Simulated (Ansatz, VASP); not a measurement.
## NbPdSe3 in VASP and in Ansatz

```
Nb Pd Se
1.0
     3.88152    0.00000    0.00000
    -1.94076    3.36150    0.00000
     0.00000    0.00000   10.33249
Nb Pd Se
1 1 3
Direct
  0.00000 0.00000 0.00000
  0.00000 0.00000 0.50000
  0.33333 0.66667 0.15094
  0.33333 0.66667 0.84906
  0.66667 0.33333 0.50000
```

Alike in both runs: functional PBE; k mesh 6 × 6 × 4; occupations gaussian, width 0.1 eV; no spin polarisation.

Ansatz relaxed the structure, and its values are those at the end. VASP's run is a single point on that final structure, the one shown.

|  | VASP | Ansatz |
| --- | --- | --- |
| version | VASP 6.6.1 | Ansatz 0.2.0 |
| potentials or method | VASP PAW PBE potentials, release 64 (Nb_sv, Pd, Se), cutoff 520 eV | scalar-relativistic, plane waves, PAW |
| valence electrons in the cell | 41 | 79 |

```tsv
	VASP	Ansatz	Ansatz less VASP
gap on the k mesh at the Fermi level (eV)	none	none	-
pressure (GPa)	0.0	0.0	-0.02
```

A gap of «none» marks a metal or a gap that the smearing closes. VASP's potentials hold 41 valence electrons a cell and Ansatz's 79, so a difference there can come from the potentials and not from the codes.
